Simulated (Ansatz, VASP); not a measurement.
**Two plane-wave programs on Ta**

The input INCAR:

```
PREC = Accurate ; ENCUT = 520
EDIFF = 1E-6 ; ISMEAR = 0
SIGMA = 0.15 ; LREAL = F
LASPH = T ; NELM = 80
ALGO = Fast ; ISIF = 2
LWAVE = F ; LCHARG = F
GGA = PE ; NBANDS = 12
```

Contents of KPOINTS:

```
regular mesh
0
Gamma
  20 20 20
```

The input POSCAR:

```
Ta
1.0
   -1.6512800000      1.6512800000      1.6265108000
    1.6512800000     -1.6512800000      1.6265108000
    1.6512800000      1.6512800000     -1.6265108000
Ta
1
Direct
    0.0000000000      0.0000000000      0.0000000000
```

Input for Ansatz:

```yaml
crystal:
  lattice:
    - [-1.65128, 1.65128, 1.6265108]
    - [1.65128, -1.65128, 1.6265108]
    - [1.65128, 1.65128, -1.6265108]
  atoms:
    - { symbol: Ta, position: [0.0, 0.0, 0.0] }
basis:
  ecutwfc: 420
kpoints:
  mp_grid: { grid: [20, 20, 20] }
hamiltonian:
  xc: pbe
scf:
  occupations: { method: gaussian, width: 0.15 }
output:
  forces: true
  stress: true
  eigenvalues: true
```

Change from the starting cell: strain +0.000 along x and y, -0.015 along z, atoms carried along.

Alike in both runs: task single point; functional PBE; k mesh 20 × 20 × 20; occupations gaussian, width 0.15 eV; no spin polarisation.

|  | VASP | Ansatz |
| --- | --- | --- |
| version | VASP 6.6.1 | Ansatz 0.2.0 |
| potentials or method | VASP PAW PBE potentials, release 64 (Ta_pv), cutoff 520 eV | scalar-relativistic, plane waves, PAW |
| valence electrons in the cell | 11 | 13 |

Ansatz gave:

- gap on the k mesh at the Fermi level (eV): none
- pressure (GPa): 6.4
- traceless stress, the component that is largest in VASP (GPa): 1.30

Q: Which values does VASP return?

A: gap on the k mesh at the Fermi level (eV): none; pressure (GPa): 6.5; traceless stress, the component that is largest in VASP (GPa): 1.30.

A gap of «none» marks a metal or a gap that the smearing closes. VASP's potentials hold 11 valence electrons a cell and Ansatz's 13, so a difference there can come from the potentials and not from the codes.

Spin-orbit coupling is off throughout.
